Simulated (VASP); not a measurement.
Runs of VASP 6.6.1 on Fe. It takes space group Fm-3m (No. 225, cubic). The conventional cell has a = 3.679 Å, b = 3.679 Å, c = 3.679 Å, α = 90.00°, β = 90.00°, γ = 90.00°. Fe (site symmetry m-3m) has 12 Fe at 2.60 Å within 3.4 Å. 

```tsv
spin	fixed moment (μB)	pressure (GPa)	moment (μB)
collinear, ferromagnetic start	-	-34.6	0.00
collinear, ferromagnetic start	2.3	-11.6	2.30
collinear, ferromagnetic start	1.73	(a)	1.73
collinear, zero start	0.0	-34.6	0.00
collinear, ferromagnetic start	2.88	0.5	2.88
collinear, ferromagnetic start	4.6	(b)	4.60
collinear, ferromagnetic start	4.03	40.3	4.03
collinear, ferromagnetic start	1.15	-28.1	1.15
```

Alike in all rows: task single point; level PBE; potentials or basis VASP PAW PBE potentials, release 64 (Fe); cell as given; k mesh 12 × 12 × 12; cutoff (eV) 520; smearing fermi-dirac 0.1 eV.

Q: Fill in the values left out.

A: (a) -21.1; (b) 72.8.

Caveats: the total moment is fixed, so each spin has its own Fermi level (some runs).
